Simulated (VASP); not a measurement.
**W: single point with PBE**

W:

```
CELL_PARAMETERS angstrom
2.12104 0.00000 0.00000
0.00000 2.12104 0.00000
0.00000 0.00000 2.12104
ATOMIC_POSITIONS crystal
W 0.00000 0.00000 0.00000
```

This cell differs from its parent crystal: volume scaled by 0.52.

| Quantity | Value |
| --- | --- |
| Program | VASP 6.6.1 |
| Task | single point |
| Functional | PBE |
| Potentials or basis | VASP PAW PBE potentials, release 64 (W_sv) |
| Cutoff | 520 eV |
| k mesh | 16 × 16 × 16 |
| Occupations | fermi-dirac, width 0.1 eV |
| Spin | no spin polarisation |
| Dipole correction | no |
| Further INCAR settings | ALGO = Normal; EDIFF = 1e-06; NBANDS = 13 |

```yaml
Pressure: 556.9 GPa
Band_gap_on_the_k_mesh: zero (band 7 reaches 23.81 eV, above the bottom of band 8 at 18.39 eV)
```

Levels at points of the mesh, in eV from the Fermi level:
```tsv
k point	band 5	band 6	band 7	band 8	band 9	band 10
(0.00, 0.00, 0.00)	-11.52	-9.77	-9.77	10.34	10.34	10.34
(0.50, 0.00, 0.00)	-7.54	-6.62	0.37	0.56	0.56	11.58
(0.50, 0.50, 0.00)	-13.40	-4.41	2.65	2.65	9.70	9.70
(0.50, 0.50, 0.50)	-9.92	-9.92	-9.92	4.28	17.98	17.98
```

Run time: 15 s on 1 thread of Intel Xeon 8259CL (shared host), peak memory 0.13 GiB.

Caveat: spin-orbit coupling is left out, which moves the levels of the heavy elements.
